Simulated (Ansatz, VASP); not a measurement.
One calculation of AlN, two programs

```
Al N
1.0
     3.19250    0.00000    0.00000
    -1.59625    2.76479    0.00000
     0.00000    0.00000    5.41830
Al N
2 2
Direct
  0.33333 0.66667 0.00173
  0.66667 0.33333 0.50173
  0.33333 0.66667 0.38327
  0.66667 0.33333 0.88327
```

Alike in both runs: task relaxation of the atoms; functional PBE; k mesh 9 × 9 × 6; occupations gaussian, width 0.05 eV; no spin polarisation.

|  | VASP | Ansatz |
| --- | --- | --- |
| version | VASP 6.6.1 | Ansatz 0.2.0 |
| potentials or method | VASP PAW PBE potentials, release 64 (Al, N), cutoff 520 eV | scalar-relativistic, plane waves, PAW |
| valence electrons in the cell | 16 | 16 |

```csv
,VASP,Ansatz,Ansatz less VASP
"gap on the k mesh at the Fermi level, each at its own relaxed structure (eV)",3.04,3.03,-0.001
```

Ansatz's warnings: stress scf threshold loose.
